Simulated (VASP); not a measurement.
# ZrGaF: relaxation of cell and atoms with PBE

Crystal: ZrGaF.

```
Zr F Ga
1.0
     0.00000    3.59193    0.00000
     3.59193    0.00000    0.00000
     1.79597    1.79597   -7.00904
Zr F Ga
2 2 2
Direct
  0.32097 0.32097 0.35806
  0.67903 0.67903 0.64194
  0.50000 0.00000 0.00000
  0.00000 0.50000 0.00000
  0.13029 0.13029 0.73942
  0.86971 0.86971 0.26058
```

```
Program                : VASP 6.6.1
Task                   : relaxation of cell and atoms
Functional             : PBE
Potentials or basis    : VASP PAW PBE potentials, release 64 (Zr_sv, F, Ga_d)
Cutoff                 : 600 eV
k mesh                 : 7 × 7 × 7
Occupations            : fermi-dirac, width 0.1 eV
Spin                   : no spin polarisation
Target pressure        : 20 GPa
Dipole correction      : no
Further INCAR settings : ALGO = Normal; EDIFF = 1e-06; IBRION = 2; EDIFFG = -0.01; NSW = 100; ISIF = 3
```

```
Relaxed volume                                             : 14.33 Å³/atom
Relaxed cell                                               : a = 3.699 Å, b = 3.699 Å, c = 6.804 Å, α = 74.23°, β = 74.23°, γ = 90.00°
Space group after relaxing (to 0.1 Å)                      : I4/mmm (No. 139)
Energy change on relaxing (the run minimises the enthalpy) : -173.9 meV/atom
Ionic steps                                                : 18
Pressure after relaxing                                    : 20.0 GPa
Largest force after relaxing                               : 0.009 eV/Å
Band gap on the k mesh                                     : zero (bands 32 and 33 overlap by 1.13 eV)
```

Forces on the atoms (eV/Å):
```
Zr   0.000  0.000  0.009
Zr   0.000  0.000 -0.009
F    0.000  0.000  0.000
F    0.000  0.000  0.000
Ga   0.000  0.000  0.007
Ga   0.000  0.000 -0.007
```

The path:
```tsv
step	energy change (eV)	largest force (eV/Å)	pressure (GPa)	volume (Å³)
1	0.0000	2.0175	15.03	90.43
2	-0.5384	1.7646	26.06	83.67
3	-0.6059	1.7007	24.90	84.12
4	-1.2535	0.5373	14.91	88.33
5	-1.1114	0.3422	17.86	86.91
6	-0.9301	0.2965	20.89	85.31
7	-0.9553	0.2841	20.50	85.51
8	-0.9823	0.2044	20.27	85.66
9	-1.0322	0.0057	19.83	86.00
10	-1.0405	0.0496	19.79	86.02
11	-1.0566	0.1695	19.67	86.09
12	-1.0586	0.1962	19.63	86.10
13	-1.0256	0.0749	20.29	85.82
14	-1.0198	0.0541	20.42	85.77
15	-1.0505	0.0208	19.91	86.01
16	-1.0470	0.0209	20.01	85.98
17	-1.0478	0.0211	19.94	85.99
18	-1.0434	0.0090	20.02	85.95
```

Final structure:
```
CELL_PARAMETERS angstrom
0.00000 3.69926 0.00000
3.69926 0.00000 0.00000
1.84963 1.84963 -6.28101
ATOMIC_POSITIONS crystal
Zr 0.31283 0.31283 0.37435
Zr 0.68717 0.68717 0.62565
F 0.50000 0.00000 0.00000
F 0.00000 0.50000 0.00000
Ga 0.11295 0.11295 0.77410
Ga 0.88705 0.88705 0.22590
```

Levels at points of the mesh, in eV from the Fermi level:
| k point | band 29 | band 30 | band 31 | band 32 | band 33 | band 34 | band 35 | band 36 |
| --- | --- | --- | --- | --- | --- | --- | --- | --- |
| (0.00, 0.00, 0.00) | -1.88 | -1.44 | 0.76 | 0.76 | 0.78 | 1.12 | 1.12 | 1.28 |

Run time: 52 min on 1 thread of Oxide Virtual Turin-like Processor (shared host), peak memory 0.3 GiB.

Caveat: the cell is relaxed towards a set pressure, so the run minimises the enthalpy, not the energy.
